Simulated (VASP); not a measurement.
Input of a VASP 6.6.1 run:

INCAR

```
PREC     = Accurate       # precision mode
ENCUT    = 520            # plane-wave cutoff, eV
EDIFF    = 1E-6           # SCF threshold, eV
ISMEAR   = 0              # smearing method
SIGMA    = 0.1            # smearing width, eV
LREAL    = False          # projectors in reciprocal space
LASPH    = True           # aspherical terms in the spheres
NELM     = 80             # most SCF steps
ALGO     = Normal         # electronic algorithm
ISIF     = 2              # what is computed and relaxed
LWAVE    = False          # write WAVECAR
LCHARG   = False          # write CHGCAR
GGA      = PS             # functional
NBANDS   = 43             # bands
```

File KPOINTS:

```
regular mesh
0
Gamma
  8 8 8
```

File POSCAR:

```
Pb2O
1.0
    5.0586898058      0.0000000000      0.0000000000
    0.0000000000      5.0586898058      0.0000000000
    0.0000000000      0.0000000000      5.0586898058
Pb O
4 2
Direct
    0.2500000000      0.2500000000      0.2500000000
    0.7500000000      0.7500000000      0.2500000000
    0.2500000000      0.7500000000      0.7500000000
    0.7500000000      0.2500000000      0.7500000000
    0.0000000000      0.0000000000      0.0000000000
    0.5000000000      0.5000000000      0.5000000000
```

Potentials or basis: VASP PAW PBE potentials, release 64 (Pb_d, O).

Command:

```sh
$ cat potpaw_PBE.64/Pb_d/POTCAR potpaw_PBE.64/O/POTCAR > POTCAR
$ mpirun -np 1 vasp_std > vasp.out
```

(1) What does it give for the pressure?

(2) Predict the band gap on the k mesh.

Results:

(1) 15.1 GPa.

(2) zero (bands 34 and 35 overlap by 0.89 eV).

Caveat: the cell stands under pressure; the PAW data sets were made with another functional, which shifts forces and pressure a little; spin-orbit coupling is left out, which moves the levels of the heavy elements.
